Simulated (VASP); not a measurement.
# TiO2 (P4_2/mnm) in VASP: a series of runs, part 3 of 3

VASP 6.6.1.

### 5 Electric field gradients, LDA (9.99 Å³/atom)

This run uses another cell than the first one, of 9.99 Å³/atom.

INCAR

```
PREC = Accurate
ENCUT = 520
EDIFF = 1E-8
ISMEAR = -1
SIGMA = 0.05
LREAL = F
LASPH = T
NELM = 100
ALGO = Normal
ISIF = 2
LWAVE = F
LCHARG = F
GGA = CA
LEFG = T
NBANDS = 33
```

KPOINTS

```
regular mesh
0
Gamma
  7 7 10
```

POSCAR

```
TiO2
1.0
    4.5319113078      0.0000000000      0.0000000000
    0.0000000000      4.5319113078      0.0000000000
    0.0000000000      0.0000000000      2.9190086112
Ti O
2 4
Direct
    0.0000000000      0.0000000000      0.0000000000
    0.5000000000      0.5000000000      0.5000000000
    0.3060000000      0.3060000000      0.0000000000
    0.1940000000      0.8060000000      0.5000000000
    0.6940000000      0.6940000000      0.0000000000
    0.8060000000      0.1940000000      0.5000000000
```

Potentials or basis: VASP PAW LDA potentials, release 64 (Ti_sv, O).

Run with:

```
$ cat potpaw_LDA.64/Ti_sv/POTCAR potpaw_LDA.64/O/POTCAR > POTCAR
$ mpirun -np 1 vasp_std > vasp.out
```

OUTCAR:

```text
PREC = Accurate
   ENCUT = 520
   EDIFF = 1E-8
   ISMEAR = -1
   LREAL = F
   LASPH = T
   NELM = 100
   ISIF = 2
   GGA = CA

 ion  position               nearest neighbor table
   1  0.000  0.000  0.000-   4 1.92   6 1.92   4 1.92   6 1.92   5 1.96   3 1.96
   2  0.500  0.500  0.500-   3 1.92   5 1.92   3 1.92   5 1.92   4 1.96   6 1.96
   3  0.306  0.306  0.000-   2 1.92   2 1.92   1 1.96
   4  0.194  0.806  0.500-   1 1.92   1 1.92   2 1.96
   5  0.694  0.694  0.000-   2 1.92   2 1.92   1 1.96
   6  0.806  0.194  0.500-   1 1.92   1 1.92   2 1.96

  LATTYP: Found a simple tetragonal cell.
 ALAT       =     4.5319113078
 C/A-ratio  =     0.6441010013

  Lattice vectors:

 A1 = (   4.5319113078,   0.0000000000,   0.0000000000)
 A2 = (   0.0000000000,   4.5319113078,   0.0000000000)
 A3 = (   0.0000000000,   0.0000000000,   2.9190086112)

Analysis of symmetry for initial positions (statically):
=====================================================================
 Subroutine PRICEL returns:
 Original cell was already a primitive cell.

 Routine SETGRP: Setting up the symmetry group for a
 simple tetragonal supercell.

 Subroutine GETGRP returns: Found 16 space group operations
 (whereof  8 operations were pure point group operations)
 out of a pool of 16 trial point group operations.

The static configuration has the point symmetry D_2h.
 The point group associated with its full space group is D_4h.

Analysis of symmetry for dynamics (positions and initial velocities):
=====================================================================
 Subroutine PRICEL returns:
 Original cell was already a primitive cell.

 Routine SETGRP: Setting up the symmetry group for a
[... 1042 lines left out ...]
  Total        1.3293333      1.3293333      1.3930226     -0.0000000      0.0000000      0.0000000
  in kB       35.5259979     35.5259979     37.2280734     -0.0000000      0.0000000      0.0000000
  external PRESSURE =      36.0933564 kB  Pullay stress =       0.0000000 kB

 VOLUME and BASIS-vectors are now :
 -----------------------------------------------------------------------------
  energy-cutoff  :      520.00
  volume of cell :       59.95
      direct lattice vectors                 reciprocal lattice vectors
     4.531911308  0.000000000  0.000000000     0.220657452  0.000000000  0.000000000
     0.000000000  4.531911308  0.000000000     0.000000000  0.220657452  0.000000000
     0.000000000  0.000000000  2.919008611     0.000000000  0.000000000  0.342582066

 POSITION                                       TOTAL-FORCE (eV/Angst)
 -----------------------------------------------------------------------------------
      0.00000      0.00000      0.00000         0.000000      0.000000      0.000000
      2.26596      2.26596      1.45950         0.000000      0.000000      0.000000
      1.38676      1.38676      0.00000        -0.260197     -0.260197     -0.000000
      0.87919      3.65272      1.45950         0.260197     -0.260197     -0.000000
      3.14515      3.14515      0.00000         0.260197      0.260197      0.000000
      3.65272      0.87919      1.45950        -0.260197      0.260197      0.000000
 -----------------------------------------------------------------------------------
    total drift:                               -0.000000      0.000000      0.000000

  FREE ENERGIE OF THE ION-ELECTRON SYSTEM (eV)
  ---------------------------------------------------
  free  energy   TOTEN  =       -58.7605971193 eV

  energy  without entropy=      -58.7605971190  energy(sigma->0) =      -58.76059712

 Electric field gradients (V/A^2)
---------------------------------------------------------------------
 ion       V_xx      V_yy      V_zz      V_xy      V_xz      V_yz
---------------------------------------------------------------------
   1      13.499    13.499   -26.999     8.128     0.000    -0.000
   2      13.499    13.499   -26.999    -8.128     0.000     0.000
   3       1.859     1.859    -3.718    15.756     0.000    -0.000
   4       1.859     1.859    -3.718   -15.756    -0.000     0.000
   5       1.859     1.859    -3.718    15.756    -0.000    -0.000
   6       1.859     1.859    -3.718   -15.756     0.000     0.000
---------------------------------------------------------------------

 Electric field gradients after diagonalization (V/A^2)
 (convention: |V_zz| > |V_xx| > |V_yy|)
----------------------------------------------------------------------
 ion       V_xx      V_yy      V_zz     asymmetry (V_yy - V_xx)/ V_zz
----------------------------------------------------------------------
   1      21.628     5.371   -26.999       0.602
   2      21.628     5.371   -26.999       0.602
   3     -13.897    -3.718    17.615       0.578
   4     -13.897    -3.718    17.615       0.578
   5     -13.897    -3.718    17.615       0.578
   6     -13.897    -3.718    17.615       0.578
----------------------------------------------------------------------

           NMR quadrupolar parameters

 Cq : quadrupolar parameter    Cq=e*Q*V_zz/h
 eta: asymmetry parameters     (V_yy - V_xx)/ V_zz
 Q  : nuclear electric quadrupole moment in mb (millibarn)
----------------------------------------------------------------------
 ion       Cq(MHz)       eta       Q (mb)
----------------------------------------------------------------------
   1      -0.065       0.602       1.000
   2      -0.065       0.602       1.000
   3       0.043       0.578       1.000
   4       0.043       0.578       1.000
   5       0.043       0.578       1.000
   6       0.043       0.578       1.000
----------------------------------------------------------------------
```

OSZICAR:

```text
N       E                     dE             d eps       ncg     rms          rms(c)
DAV:   1     0.647281868576E+03    0.64728E+03   -0.24179E+04  3960   0.173E+03
DAV:   2     0.191082054763E+02   -0.62817E+03   -0.58281E+03  4279   0.514E+02
DAV:   3    -0.706384406911E+02   -0.89747E+02   -0.87973E+02  5365   0.187E+02
DAV:   4    -0.753077776638E+02   -0.46693E+01   -0.46579E+01  5728   0.400E+01
DAV:   5    -0.754703191834E+02   -0.16254E+00   -0.16252E+00  5290   0.625E+00    0.324E+01
DAV:   6    -0.591909211608E+02    0.16279E+02   -0.71311E+01  5229   0.892E+01    0.109E+01
DAV:   7    -0.590591072786E+02    0.13181E+00   -0.12736E+01  4932   0.322E+01    0.972E+00
DAV:   8    -0.588310797561E+02    0.22803E+00   -0.56147E-01  4987   0.720E+00    0.611E+00
DAV:   9    -0.588152680540E+02    0.15812E-01   -0.61928E-01  5346   0.866E+00    0.226E+00
DAV:  10    -0.587722193525E+02    0.43049E-01   -0.27764E-01  5047   0.597E+00    0.987E-01
DAV:  11    -0.587606230030E+02    0.11596E-01   -0.34417E-02  5364   0.123E+00    0.191E-01
DAV:  12    -0.587607801528E+02   -0.15715E-03   -0.23449E-03  4539   0.402E-01    0.127E-01
DAV:  13    -0.587606202788E+02    0.15987E-03   -0.59216E-04  5298   0.304E-01    0.410E-02
DAV:  14    -0.587606000790E+02    0.20200E-04   -0.14808E-04  5164   0.839E-02    0.140E-02
DAV:  15    -0.587605972427E+02    0.28363E-05   -0.11194E-05  5096   0.372E-02    0.752E-03
DAV:  16    -0.587605974016E+02   -0.15889E-06   -0.18304E-06  4981   0.115E-02    0.505E-03
DAV:  17    -0.587605971242E+02    0.27732E-06   -0.56418E-07  5230   0.989E-03    0.133E-03
DAV:  18    -0.587605971193E+02    0.49586E-08   -0.42413E-08  5017   0.148E-03
   1 F= -.58760597E+02 E0= -.58760597E+02  d E =-.275799E-09
```

stdout:

```text
POSCAR found type information on POSCAR TiO
 POSCAR found :  2 types and       6 ions
 scaLAPACK will be used
 LDA part: xc-table for (Slater(with rela. corr.)+CA(PZ))
 , standard interpolation
 POSCAR, INCAR and KPOINTS ok, starting setup
 FFT: planning ... GRIDC
 FFT: planning ... GRID_SOFT
 FFT: planning ... GRID
 WAVECAR not read
 entering main loop
ion   1

ion   2

ion   3

ion   4

ion   5

ion   6
```

Run time: 2.7 min. Hardware: 1 thread of AMD EPYC 7R43 (Zen 3), shared host; peak memory 0.18 GiB.

Results:

```yaml
Free_energy: -58.7606 eV
Pressure: 3.6 GPa
Largest_force: 0.368 eV/Å
Band_gap_on_the_k_mesh: 1.92 eV
Largest_electric_field_gradient_by_atom: Ti -27.0; O +17.6 V/Å²
```

Forces in eV/Å, atoms in the order of the input:
```
Ti   0.000  0.000  0.000
Ti   0.000  0.000  0.000
O   -0.260 -0.260  0.000
O    0.260 -0.260  0.000
O    0.260  0.260  0.000
O   -0.260  0.260  0.000
```

Electric field gradients, principal values (V/Å²):
```tsv
atom	least	middle	greatest (by size)
1 Ti	5.371	21.628	-26.999
2 Ti	5.371	21.628	-26.999
3 O	-3.718	-13.897	17.615
4 O	-3.718	-13.897	17.615
5 O	-3.718	-13.897	17.615
6 O	-3.718	-13.897	17.615
```

Caveat: the cell stands under pressure; without QUAD_EFG the Cq values of the log hold for a quadrupole moment of 1 mb, not for the nuclei; an odd mesh through Γ misses points on the zone boundary, where band edges can lie.

### 6 Electric field gradients, LDA (10.30 Å³/atom)

INCAR

```
SYSTEM = TiO2
PREC = Accurate ; ENCUT = 520
EDIFF = 1E-8 ; ISMEAR = -1
SIGMA = 0.05 ; LREAL = .FALSE.
LASPH = .TRUE. ; NELM = 80
ALGO = Normal ; ISIF = 2
LWAVE = .FALSE. ; LCHARG = .FALSE.
GGA = CA ; LEFG = .TRUE.
NBANDS = 33
```

KPOINTS

```
regular mesh
0
G
  7 7 10
  0 0 0
```

POSCAR, as its differences from that of step 5:

```diff
@@ -2,5 +2,5 @@
 1.0
-    4.5319113078      0.0000000000      0.0000000000
-    0.0000000000      4.5319113078      0.0000000000
-    0.0000000000      0.0000000000      2.9190086112
+    4.5786353367      0.0000000000      0.0000000000
+    0.0000000000      4.5786353367      0.0000000000
+    0.0000000000      0.0000000000      2.9491036050
 Ti O
```

Potentials or basis: VASP PAW LDA potentials, release 64 (Ti_sv, O).

Run with:

```
$ cat potpaw_LDA.64/Ti_sv/POTCAR potpaw_LDA.64/O/POTCAR > POTCAR
$ mpirun -np 1 vasp_std > vasp.out
```

OUTCAR:

```text
SYSTEM = TiO2
   PREC = Accurate
   ENCUT = 520
   EDIFF = 1E-8
   ISMEAR = -1
   LREAL = .FALSE.
   LASPH = .TRUE.
   NELM = 80
   ISIF = 2
   GGA = CA

 ion  position               nearest neighbor table
   1  0.000  0.000  0.000-   4 1.94   6 1.94   4 1.94   6 1.94   5 1.98   3 1.98
   2  0.500  0.500  0.500-   3 1.94   5 1.94   3 1.94   5 1.94   4 1.98   6 1.98
   3  0.306  0.306  0.000-   2 1.94   2 1.94   1 1.98
   4  0.194  0.806  0.500-   1 1.94   1 1.94   2 1.98
   5  0.694  0.694  0.000-   2 1.94   2 1.94   1 1.98
   6  0.806  0.194  0.500-   1 1.94   1 1.94   2 1.98

  LATTYP: Found a simple tetragonal cell.
 ALAT       =     4.5786353367
 C/A-ratio  =     0.6441010013

  Lattice vectors:

 A1 = (   4.5786353367,   0.0000000000,   0.0000000000)
 A2 = (   0.0000000000,   4.5786353367,   0.0000000000)
 A3 = (   0.0000000000,   0.0000000000,   2.9491036050)

Analysis of symmetry for initial positions (statically):
=====================================================================
 Subroutine PRICEL returns:
 Original cell was already a primitive cell.

 Routine SETGRP: Setting up the symmetry group for a
 simple tetragonal supercell.

 Subroutine GETGRP returns: Found 16 space group operations
 (whereof  8 operations were pure point group operations)
 out of a pool of 16 trial point group operations.

The static configuration has the point symmetry D_2h.
 The point group associated with its full space group is D_4h.

Analysis of symmetry for dynamics (positions and initial velocities):
=====================================================================
 Subroutine PRICEL returns:
 Original cell was already a primitive cell.

[... 1043 lines left out ...]
  Total       -1.4087892     -1.4087892     -2.2192038      0.0000000      0.0000000      0.0000000
  in kB      -36.5085380    -36.5085380    -57.5102996      0.0000000      0.0000000      0.0000000
  external PRESSURE =     -43.5091252 kB  Pullay stress =       0.0000000 kB

 VOLUME and BASIS-vectors are now :
 -----------------------------------------------------------------------------
  energy-cutoff  :      520.00
  volume of cell :       61.82
      direct lattice vectors                 reciprocal lattice vectors
     4.578635337  0.000000000  0.000000000     0.218405688  0.000000000  0.000000000
     0.000000000  4.578635337  0.000000000     0.000000000  0.218405688  0.000000000
     0.000000000  0.000000000  2.949103605     0.000000000  0.000000000  0.339086086

 POSITION                                       TOTAL-FORCE (eV/Angst)
 -----------------------------------------------------------------------------------
      0.00000      0.00000      0.00000         0.000000      0.000000      0.000000
      2.28932      2.28932      1.47455         0.000000      0.000000      0.000000
      1.40106      1.40106      0.00000        -0.133064     -0.133064     -0.000000
      0.88826      3.69038      1.47455         0.133064     -0.133064     -0.000000
      3.17757      3.17757      0.00000         0.133064      0.133064      0.000000
      3.69038      0.88826      1.47455        -0.133064      0.133064      0.000000
 -----------------------------------------------------------------------------------
    total drift:                               -0.000000      0.000000      0.000000

  FREE ENERGIE OF THE ION-ELECTRON SYSTEM (eV)
  ---------------------------------------------------
  free  energy   TOTEN  =       -58.7580717352 eV

  energy  without entropy=      -58.7580717346  energy(sigma->0) =      -58.75807173

 Electric field gradients (V/A^2)
---------------------------------------------------------------------
 ion       V_xx      V_yy      V_zz      V_xy      V_xz      V_yz
---------------------------------------------------------------------
   1      12.878    12.878   -25.756     7.617    -0.000    -0.000
   2      12.878    12.878   -25.756    -7.617     0.000     0.000
   3       1.599     1.599    -3.197    17.474     0.000     0.000
   4       1.599     1.599    -3.197   -17.474    -0.000     0.000
   5       1.599     1.599    -3.197    17.474    -0.000    -0.000
   6       1.599     1.599    -3.197   -17.474     0.000     0.000
---------------------------------------------------------------------

 Electric field gradients after diagonalization (V/A^2)
 (convention: |V_zz| > |V_xx| > |V_yy|)
----------------------------------------------------------------------
 ion       V_xx      V_yy      V_zz     asymmetry (V_yy - V_xx)/ V_zz
----------------------------------------------------------------------
   1      20.495     5.261   -25.756       0.591
   2      20.495     5.261   -25.756       0.591
   3     -15.876    -3.197    19.073       0.665
   4     -15.876    -3.197    19.073       0.665
   5     -15.876    -3.197    19.073       0.665
   6     -15.876    -3.197    19.073       0.665
----------------------------------------------------------------------

           NMR quadrupolar parameters

 Cq : quadrupolar parameter    Cq=e*Q*V_zz/h
 eta: asymmetry parameters     (V_yy - V_xx)/ V_zz
 Q  : nuclear electric quadrupole moment in mb (millibarn)
----------------------------------------------------------------------
 ion       Cq(MHz)       eta       Q (mb)
----------------------------------------------------------------------
   1      -0.062       0.591       1.000
   2      -0.062       0.591       1.000
   3       0.046       0.665       1.000
   4       0.046       0.665       1.000
   5       0.046       0.665       1.000
   6       0.046       0.665       1.000
----------------------------------------------------------------------
```

Wall time 2.1 min (1 thread of AMD EPYC 7R43 (Zen 3), shared host); peak memory 0.18 GiB.

What came out:

```yaml
Free_energy: -58.7581 eV
Pressure: -4.4 GPa
Largest_force: 0.188 eV/Å
Band_gap_on_the_k_mesh: 1.85 eV
Largest_electric_field_gradient_by_atom: Ti -25.8; O +19.1 V/Å²
```

Forces in eV/Å, atoms in the order of the input:
```
Ti   0.000  0.000  0.000
Ti   0.000  0.000  0.000
O   -0.133 -0.133  0.000
O    0.133 -0.133  0.000
O    0.133  0.133  0.000
O   -0.133  0.133  0.000
```

Levels at points of the mesh, in eV from the valence-band top:
```csv
k point,band 20,band 21,band 22,band 23,band 24,band 25,band 26,band 27,band 28,band 29
"(0.00, 0.00, 0.00)",-1.98,-0.68,-0.43,-0.43,0.00,1.85,2.17,2.41,2.48,2.48
"(0.00, 0.00, 0.50)",-2.73,-2.44,-2.44,-1.44,-1.44,2.96,2.96,3.15,3.15,3.72
```

Electric field gradients, principal values (V/Å²):
```csv
atom,least,middle,greatest (by size)
1 Ti,5.261,20.495,-25.756
2 Ti,5.261,20.495,-25.756
3 O,-3.197,-15.876,19.073
4 O,-3.197,-15.876,19.073
5 O,-3.197,-15.876,19.073
6 O,-3.197,-15.876,19.073
```

Caveat: the cell stands under tension; without QUAD_EFG the Cq values of the log hold for a quadrupole moment of 1 mb, not for the nuclei; an odd mesh through Γ misses points on the zone boundary, where band edges can lie.

### 7 The runs side by side

```csv
cell,gap on the mesh (eV),pressure (GPa),largest force (eV/Å)
"a = 4.594, b = 4.594, c = 2.929 Å, 6 atoms",1.87,-3.9,0.20
"a = 4.594, b = 4.594, c = 3.018 Å, 6 atoms",1.73,-11.9,0.04
"a = 4.532, b = 4.532, c = 2.919 Å, 6 atoms",1.92,3.6,0.37
"a = 4.579, b = 4.579, c = 2.949 Å, 6 atoms",1.85,-4.4,0.19
```

Alike in all rows: task electric field gradients; level LDA; potentials or basis VASP PAW LDA potentials, release 64 (Ti_sv, O); no spin polarisation; k mesh 7 × 7 × 10; cutoff (eV) 520; smearing fermi-dirac 0.05 eV.

Caveats: an odd mesh through Γ misses points on the zone boundary, where band edges can lie; the cell stands under tension (at least some runs); the cell stands under pressure (at least some runs).

Total energies depend on the potentials used, so only differences within one code and one set of settings carry meaning.
